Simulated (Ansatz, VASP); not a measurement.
Cu12CO: VASP beside Ansatz

The input INCAR:

```
SYSTEM = Cu12CO
  PREC = Accurate
  ENCUT = 520
  EDIFF = 1E-6
  ISMEAR = 0
  SIGMA = 0.1
  LREAL = .FALSE.
  LASPH = .TRUE.
  NELM = 100
  ALGO = Normal
  ISIF = 2
  LWAVE = .FALSE.
  LCHARG = .FALSE.
  LDIPOL = .TRUE.
  IDIPOL = 3
  DIPOL = 0.5 0.5 0.300
  GGA = PE
  IVDW = 12
  NBANDS = 84
```

File KPOINTS:

```
Automatic mesh
0
G
  6 6 1
  0 0 0
```

The input POSCAR:

```
Cu12CO
1.0
    5.0393684011      0.0000000000      0.0000000000
   -2.5196842005      4.3642210544      0.0000000000
    0.0000000000      0.0000000000     22.8721943999
Cu O C
12 1 1
Direct
    0.3333333333      0.1666666667      0.1748848375
    0.3333333333      0.6666666667      0.1748848375
    0.8333333333      0.1666666667      0.1748848375
    0.8333333333      0.6666666667      0.1748848375
    0.1666666667      0.3333333333      0.2649977796
    0.1666666667      0.8333333333      0.2649977796
    0.6666666667      0.3333333333      0.2649977796
    0.6666666667      0.8333333333      0.2649977796
    0.0000000000      0.0000000000      0.3551121619
    0.0000000000      0.5000000000      0.3551121619
    0.5000000000      0.0000000000      0.3551121619
    0.5000000000      0.5000000000      0.3551121619
    0.1666666667      0.0833333333      0.4862757900
    0.1666666667      0.0833333333      0.5365551807
```

Input for Ansatz:

```yaml
crystal:
  lattice:
    - [5.0393684011, 0.0, 0.0]
    - [-2.5196842005, 4.3642210544, 0.0]
    - [0.0, 0.0, 22.8721943999]
  atoms:
    - { symbol: Cu, position: [0.3333333333, 0.1666666667, 0.1748848375] }
    - { symbol: Cu, position: [0.3333333333, 0.6666666667, 0.1748848375] }
    - { symbol: Cu, position: [0.8333333333, 0.1666666667, 0.1748848375] }
    - { symbol: Cu, position: [0.8333333333, 0.6666666667, 0.1748848375] }
    - { symbol: Cu, position: [0.1666666667, 0.3333333333, 0.2649977796] }
    - { symbol: Cu, position: [0.1666666667, 0.8333333333, 0.2649977796] }
    - { symbol: Cu, position: [0.6666666667, 0.3333333333, 0.2649977796] }
    - { symbol: Cu, position: [0.6666666667, 0.8333333333, 0.2649977796] }
    - { symbol: Cu, position: [0.0, 0.0, 0.3551121619] }
    - { symbol: Cu, position: [0.0, 0.5, 0.3551121619] }
    - { symbol: Cu, position: [0.5, 0.0, 0.3551121619] }
    - { symbol: Cu, position: [0.5, 0.5, 0.3551121619] }
    - { symbol: O, position: [0.1666666667, 0.0833333333, 0.48627579] }
    - { symbol: C, position: [0.1666666667, 0.0833333333, 0.5365551807] }
basis:
  ecutwfc: 420
kpoints:
  mp_grid: { grid: [6, 6, 1] }
hamiltonian:
  xc: pbe
  dispersion: d3bj
scf:
  occupations: { method: gaussian, width: 0.1 }
output:
  forces: true
  eigenvalues: true
efield:
  axis: 3
  dipole_correction: true
  ramp_width: 0.04
```

Alike in both runs: task single point; functional PBE; dispersion D3(BJ); k mesh 6 × 6 × 1; occupations gaussian, width 0.1 eV; no spin polarisation.

```csv
,VASP,Ansatz
version,VASP 6.6.1,Ansatz 0.2.0
potentials or method,"VASP PAW PBE potentials, release 64 (Cu, O, C), cutoff 520 eV","scalar-relativistic, plane waves, PAW"
valence electrons in the cell,142,238
```

|  | VASP | Ansatz | Ansatz less VASP |
| --- | --- | --- | --- |
| gap on the k mesh at the Fermi level (eV) | none | none | - |
| rms of the force components (eV/Å) | 0.159 | 0.342 | +0.1837 |

Atom by atom the forces differ by 0.185 eV/Å (rms over components). A gap of «none» marks a metal or a gap that the smearing closes. One of these differences is far larger than is usual between the two programs; its cause wasn't traced. VASP's potentials hold 142 valence electrons a cell and Ansatz's 238, so a difference there can come from the potentials and not from the codes.

Noted on VASP's run: the standard files for N, O and F lose accuracy on very short bonds.
